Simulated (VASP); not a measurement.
A run of VASP 6.6.1 is set up as follows.

Contents of INCAR:

```
PREC = Accurate
ENCUT = 520
EDIFF = 1E-7
ISMEAR = 0
SIGMA = 0.1
LREAL = Auto
LASPH = T
NELM = 60
ALGO = Normal
ISIF = 2
LWAVE = F
LCHARG = F
GGA = PE
NBANDS = 86
ISYM = 0
```

KPOINTS

```
Automatic mesh
0
Gamma
  2 2 2
  0.5 0.5 0.5
```

POSCAR

```
ZnS
1.0
   -5.4093000000      5.4093000000      0.0000000000
   -5.4093000000      0.0000000000      5.4093000000
    0.0000000000      5.4093000000      5.4093000000
Zn S
8 8
Direct
    0.0000000000      0.0000000000      0.0000000000
    0.5000000000      0.0000000000      0.0000000000
    0.0000000000      0.5000000000      0.0000000000
    0.0000000000      0.0000000000      0.5000000000
    0.5000000000      0.5000000000      0.0000000000
    0.5000000000      0.0000000000      0.5000000000
    0.0000000000      0.5000000000      0.5000000000
    0.5000000000      0.5000000000      0.5000000000
    0.6250000000      0.6250000000      0.1250000000
    0.1250000000      0.6250000000      0.1250000000
    0.6250000000      0.1250000000      0.1250000000
    0.6250000000      0.6250000000      0.6250000000
    0.1250000000      0.1250000000      0.1250000000
    0.1250000000      0.6250000000      0.6250000000
    0.6250000000      0.1250000000      0.6250000000
    0.1250000000      0.1250000000      0.6250000000
```

Potentials or basis: VASP PAW PBE potentials, release 64 (Zn, S).

Launch:

```console
$ cat potpaw_PBE.64/Zn/POTCAR potpaw_PBE.64/S/POTCAR > POTCAR
$ mpirun -np 1 vasp_std > vasp.out
```

Predict the band gap on the k mesh.

3.07 eV.

Estimate the pressure.

1.5 GPa.

Caveat: a shifted mesh leaves out Γ, where band edges can lie. A k mesh can miss the band edges.
